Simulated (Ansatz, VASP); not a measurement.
# One calculation of Te, two programs

```
CELL_PARAMETERS angstrom
-1.79154 1.79154 1.79154
1.79154 -1.79154 1.79154
1.79154 1.79154 -1.79154
ATOMIC_POSITIONS crystal
Te 0.00000 0.00000 0.00000
```

Alike in both runs: task single point; functional PBEsol; k mesh 15 × 15 × 15; no spin polarisation.

|  | VASP | Ansatz |
| --- | --- | --- |
| version | VASP 6.6.1 | Ansatz 0.2.0 |
| potentials or method | VASP PAW PBE potentials, release 64 (Te), cutoff 520 eV | all-electron LAPW, scalar-relativistic |
| occupations | methfessel-paxton of order 1, width 0.025 eV | cold, width 0.025 eV |

|  | VASP | Ansatz | Ansatz less VASP |
| --- | --- | --- | --- |
| gap on the k mesh at the Fermi level (eV) | none | none | - |
| pressure (GPa) | 15.3 | 15.3 | -0.03 |

VASP's potentials were made for PBE, not for PBEsol. A gap of «none» marks a metal or a gap that the smearing closes. Ansatz ran all-electron here, and VASP with PAW potentials.

Spin-orbit coupling is off throughout.
